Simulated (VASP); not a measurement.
# Ge2H (P6_3/mmc) in VASP: relaxation of cell and atoms with PBE

Aim: the relaxation of cell and atoms of Ge2H with PBE.

Program: VASP 6.6.1. These are calculated values, not measurements. Logs are shortened: lines on timing, memory, paths and dates and some standing lists are left out, and cuts for length are marked.

### Step 1. The cell of the first run

It takes space group P6_3/mmc (No. 194, hexagonal). The conventional cell has a = 4.150 Å, b = 4.150 Å, c = 6.760 Å, α = 90.00°, β = 90.00°, γ = 120.00°. Ge (site symmetry 3m) has 3 H at 2.43 Å and 4 Ge at 2.53 to 2.54 Å within 3.2 Å. H (site symmetry -3m) has 6 Ge at 2.43 Å within 3.2 Å.

### Step 2. Relaxation of cell and atoms, PBE

Contents of INCAR:

```
PREC = Accurate
ENCUT = 600
EDIFF = 1E-7
ISMEAR = 0
SIGMA = 0.1
LREAL = False
LASPH = True
NELM = 60
ALGO = Normal
ISIF = 3
LWAVE = False
LCHARG = False
GGA = PE
IBRION = 2
NSW = 90
EDIFFG = -0.025
```

Contents of KPOINTS:

```
Automatic mesh
0
Gamma
  12 12 6
```

Contents of POSCAR:

```
Ge2H
1.0
    4.1495911129      0.0000000000      0.0000000000
   -2.0747955565      3.5936513191      0.0000000000
    0.0000000000      0.0000000000      6.7596668025
Ge H
4 2
Direct
    0.6666666667      0.3333333333      0.0625558920
    0.3333333333      0.6666666667      0.5625558920
    0.6666666667      0.3333333333      0.4374441080
    0.3333333333      0.6666666667      0.9374441080
    0.0000000000      0.0000000000      0.0000000000
    0.0000000000      0.0000000000      0.5000000000
```

Potentials or basis: VASP PAW PBE potentials, release 64 (Ge_d, H).

On the command line:

```console
cat potpaw_PBE.64/Ge_d/POTCAR potpaw_PBE.64/H/POTCAR > POTCAR
mpirun -np 1 vasp_std > vasp.out
```

OUTCAR:

```text
PREC = Accurate
   ENCUT = 600
   EDIFF = 1E-7
   ISMEAR = 0
   LREAL = False
   LASPH = True
   NELM = 60
   ISIF = 3
   GGA = PE
   IBRION = 2
   NSW = 90
   EDIFFG = -0.025

 ion  position               nearest neighbor table
   1  0.667  0.333  0.063-   3 2.53   4 2.54   4 2.54   4 2.54
   2  0.333  0.667  0.563-   4 2.53   3 2.54   3 2.54   3 2.54
   3  0.667  0.333  0.437-   1 2.53   2 2.54   2 2.54   2 2.54
   4  0.333  0.667  0.937-   2 2.53   1 2.54   1 2.54   1 2.54
   5  0.000  0.000  0.000-
   6  0.000  0.000  0.500-

  LATTYP: Found a hexagonal cell.
 ALAT       =     4.1495911129
 C/A-ratio  =     1.6289958742

  Lattice vectors:

 A1 = (   4.1495911129,   0.0000000000,   0.0000000000)
 A2 = (  -2.0747955565,   3.5936513191,   0.0000000000)
 A3 = (   0.0000000000,   0.0000000000,   6.7596668025)

Analysis of symmetry for initial positions (statically):
=====================================================================
 Subroutine PRICEL returns:
 Original cell was already a primitive cell.

 Routine SETGRP: Setting up the symmetry group for a
 hexagonal supercell.

 Subroutine GETGRP returns: Found 24 space group operations
 (whereof 12 operations were pure point group operations)
 out of a pool of 24 trial point group operations.

The static configuration has the point symmetry D_3d.
 The point group associated with its full space group is D_6h.

Analysis of symmetry for dynamics (positions and initial velocities):
=====================================================================
 Subroutine PRICEL returns:
 Original cell was already a primitive cell.

 Routine SETGRP: Setting up the symmetry group for a
 hexagonal supercell.

 Subroutine GETGRP returns: Found 24 space group operations
 (whereof 12 operations were pure point group operations)
 out of a pool of 24 trial point group operations.

The dynamic configuration has the point symmetry D_3d.
 The point group associated with its full space group is D_6h.

 Subroutine INISYM returns: Found 24 space group operations
 (whereof 12 operations are pure point group operations),
 and found     1 'primitive' translations

----------------------------------------------------------------------------------------

                                     Primitive cell

  volume of cell :     100.8014

  direct lattice vectors                    reciprocal lattice vectors
     4.149591113  0.000000000  0.000000000     0.240987599  0.139134255  0.000000000
[... 103 lines left out ...]
   TEBEG  =    0.0;   TEEND  =   0.0 temperature during run
   PSTRESS=    0.0 pullay stress
   NELECT =      58.0000    total number of electrons
   NUPDOWN=      -1.0000    fix difference up-down
   EMIN   =  10.00;   EMAX   =-10.00  energy-range for DOS
   EFERMI =   0.00;   METHOD = LEGACY
   ISMEAR =     0;   SIGMA  =   0.10  broadening in eV -4-tet -1-fermi 0-gaus
   EFERMI_NEDOS =   21; number of points for ismear=-14 and -15
   IALGO  =     38    algorithm
   IMIX   =      4    mixing-type and parameters
     AMIX     =   0.40;   BMIX     =  1.00
     AMIX_MAG =   1.60;   BMIX_MAG =  1.00
  volume/ion in A,a.u.               =      16.80       113.37
  Fermi-wavevector in a.u.,A,eV,Ry     =   1.361639  2.573125 25.226029  1.854061
  Thomas-Fermi vector in A             =   2.488198
   LORBIT       =      0    0 simple, 1 ext, 2 COOP (PROOUT), +10 PAW based schemes
   GGA     = PE    functional components
   LHFCALC =     F    Hartree Fock is set to
   AEXX    =    0.0000 exact exchange contribution
   IVDW    =     0    specifies the selected vdW correction
   LEPSILON=     F    determine dielectric tensor
   LRPA    =     F    only Hartree local field effects (RPA)
 conjugate gradient relaxation of ions
 non-spin polarized calculation
 Gauss-broadening in eV      SIGMA  =   0.10
  energy-cutoff  :      600.00
  volume of cell :      100.80
 maximum number of plane-waves:      3396
 NGX is ok and might be reduce to    36
   NGX = 17   NGY = 17   NGZ = 27

--------------------------------------- Ionic step        1  -------------------------------------------

 number of electron      57.9999982 magnetization

 Free energy of the ion-electron system (eV)
  ---------------------------------------------------
  ext. energy  EPLUGINS =         0.00000000
  ---------------------------------------------------
  free energy    TOTEN  =       -21.60858742 eV

  energy without entropy =      -21.60150760  energy(sigma->0) =      -21.60504751

------------------------ aborting loop because EDIFF is reached ----------------------------------------

  FORCE on cell =-STRESS in cart. coord.  units (eV):
  Direction    XX          YY          ZZ          XY          YZ          ZX
  --------------------------------------------------------------------------------------
  -------------------------------------------------------------------------------------
  Total        0.1047806      0.1047806     -0.2349383     -0.0000000      0.0000000      0.0000000
  in kB        1.6654241      1.6654241     -3.7342028     -0.0000000      0.0000000      0.0000000
  external PRESSURE =      -0.1344516 kB  Pullay stress =       0.0000000 kB
[... 67 lines left out ...]
--------------------------------------- Ionic step        3  -------------------------------------------

 number of electron      57.9999982 magnetization

 Free energy of the ion-electron system (eV)
  ---------------------------------------------------
  ext. energy  EPLUGINS =         0.00000000
  ---------------------------------------------------
  free energy    TOTEN  =       -21.60996702 eV

  energy without entropy =      -21.60237555  energy(sigma->0) =      -21.60617128

 E-fermi :   4.1108     XC(G=0):  -9.9250

 val. band max:        4.1048581573   @ k =   0.1667   0.0000   0.1667
 cond. band min:       4.1776371383   @ k =   0.0833   0.0833   0.3333
 fundamental gap:      0.0727789810
 Fermi energy:         4.1108378133

 k-point     1 :       0.0000    0.0000    0.0000
  band No.  band energies     occupation
      1     -20.5273      2.00000
      2     -20.5273      2.00000
      3     -20.4999      2.00000
      4     -20.4999      2.00000
      5     -20.4952      2.00000
      6     -20.4765      2.00000
[... 877 lines left out ...]
     33       8.1239      0.00000
     34       8.5925      0.00000

 [... further k-points ...]

------------------------ aborting loop because EDIFF is reached ----------------------------------------

  FORCE on cell =-STRESS in cart. coord.  units (eV):
  Direction    XX          YY          ZZ          XY          YZ          ZX
  --------------------------------------------------------------------------------------
  -------------------------------------------------------------------------------------
  Total       -0.1082278     -0.1082278      0.0573530      0.0000000      0.0000000      0.0000000
  in kB       -1.7215417     -1.7215417      0.9122948      0.0000000      0.0000000      0.0000000
  external PRESSURE =      -0.8435962 kB  Pullay stress =       0.0000000 kB
[... 21 lines left out ...]
  FREE ENERGIE OF THE ION-ELECTRON SYSTEM (eV)
  ---------------------------------------------------
  free  energy   TOTEN  =       -21.6099670164 eV

  energy  without entropy=      -21.6023755461  energy(sigma->0) =      -21.60617128

 reached required accuracy - stopping structural energy minimisation
```

OSZICAR:

```text
N       E                     dE             d eps       ncg     rms          rms(c)
DAV:   1     0.528777777157E+03    0.52878E+03   -0.31338E+04  5742   0.486E+03
DAV:   2     0.711504816932E+02   -0.45763E+03   -0.45150E+03  5168   0.899E+02
DAV:   3    -0.165279639628E+02   -0.87678E+02   -0.85994E+02  5798   0.228E+02
[... 24 lines left out ...]
DAV:   3    -0.216094788079E+02    0.69166E-02   -0.17806E-02  7904   0.184E+00    0.715E-02
DAV:   4    -0.216099586999E+02   -0.47989E-03   -0.65765E-03  5400   0.868E-01    0.426E-02
DAV:   5    -0.216099644972E+02   -0.57973E-05   -0.19548E-04  6876   0.139E-01    0.147E-02
DAV:   6    -0.216099672677E+02   -0.27706E-05   -0.18328E-05  5844   0.333E-02    0.516E-03
DAV:   7    -0.216099669612E+02    0.30655E-06   -0.19077E-06  6790   0.155E-02    0.188E-03
DAV:   8    -0.216099670164E+02   -0.55243E-07   -0.53585E-07  4296   0.828E-03
   3 F= -.21609967E+02 E0= -.21606171E+02  d E =-.137959E-02
```

Wall time 7.3 min (1 thread of AMD EPYC 9R45 (Zen 5), shared host); peak memory 0.39 GiB.

What came out:

| Quantity | Value |
| --- | --- |
| Free energy | -21.6100 eV |
| Relaxed volume | 16.79 Å³/atom |
| Relaxed cell | a = 4.162 Å, b = 4.162 Å, c = 6.713 Å, α = 90.00°, β = 90.00°, γ = 120.00° |
| Space group after relaxing (to 0.1 Å) | P6_3/mmc (No. 194) |
| Energy gained by relaxing | 0.2 meV/atom |
| Ionic steps | 3 |
| Pressure after relaxing | -0.1 GPa |
| Largest force after relaxing | 0.016 eV/Å |
| Band gap on the k mesh | zero (bands 29 and 30 overlap by 3.46 eV) |

Forces on the atoms (eV/Å):
```
Ge   0.000  0.000 -0.016
Ge   0.000  0.000 -0.016
Ge   0.000  0.000  0.016
Ge   0.000  0.000  0.016
H    0.000  0.000  0.000
H    0.000  0.000  0.000
```

Stress tensor (GPa, compression positive):
```
-0.17  0.00  0.00
 0.00 -0.17  0.00
 0.00  0.00  0.09
```

Step by step:
```csv
step,energy change (eV),largest force (eV/Å),pressure (GPa),volume (Å³)
1,0.0000,0.0378,-0.01,100.80
2,-0.0008,0.0314,-0.05,100.78
3,-0.0014,0.0163,-0.08,100.72
```

Final structure:
```
CELL_PARAMETERS angstrom
4.16223 0.00000 0.00000
-2.08112 3.60460 0.00000
0.00000 0.00000 6.71350
ATOMIC_POSITIONS crystal
Ge 0.66667 0.33333 0.06158
Ge 0.33333 0.66667 0.56158
Ge 0.66667 0.33333 0.43842
Ge 0.33333 0.66667 0.93842
H 0.00000 0.00000 0.00000
H 0.00000 0.00000 0.50000
```

Levels at points of the mesh, in eV from the Fermi level:
```csv
k point,band 25,band 26,band 27,band 28,band 29,band 30,band 31,band 32,band 33,band 34
"(0.00, 0.00, 0.00)",-1.34,-1.20,-0.76,-0.42,0.14,0.14,0.32,0.79,1.93,1.93
"(0.50, 0.00, 0.00)",-4.83,-2.85,-2.39,-1.80,-1.59,-1.37,3.48,3.74,3.95,5.34
"(0.00, 0.00, 0.50)",-0.76,-0.76,-0.76,-0.76,-0.06,-0.06,0.37,0.37,2.90,2.90
"(0.50, 0.00, 0.50)",-3.31,-3.31,-2.25,-2.25,-0.83,-0.83,1.46,1.46,5.92,5.92
```
